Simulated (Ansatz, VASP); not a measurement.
## One calculation of MnSe, two programs

```
Mn Se
1.0
     0.00000    2.41380    2.41380
     2.41380    0.00000    2.41380
     2.41380    2.41380    0.00000
Mn Se
1 1
Cartesian
  0.0000 0.0000 0.0000
  2.4138 2.4138 2.4138
```

Change from the starting cell: volume scaled by 0.78, LAPW.

Alike in both runs: task single point; functional PBEsol; k mesh 15 × 15 × 15; occupations fermi-dirac, width 0.08 eV; collinear spin.

|  | VASP | Ansatz |
| --- | --- | --- |
| version | VASP 6.6.1 | Ansatz 0.2.0 |
| potentials or method | VASP PAW PBE potentials, release 64 (Mn_pv, Se), cutoff 520 eV | all-electron LAPW, scalar-relativistic |

Ansatz gave:

```
pressure (GPa)                                                : 24.1
net moment per atom (μB)                                      : 1.67
size of the moment on the site where the two differ most (μB) : 0.06
```

Problem. What did VASP give for the same quantities?

Solution. Pressure (GPa): 24.5; net moment per atom (μB): 1.66; size of the moment on the site where the two differ most (μB): 0.04.

VASP's potentials were made for PBE, not for PBEsol. Site moments also hang on the region over which each program counts them. Ansatz ran all-electron here, and VASP with PAW potentials.
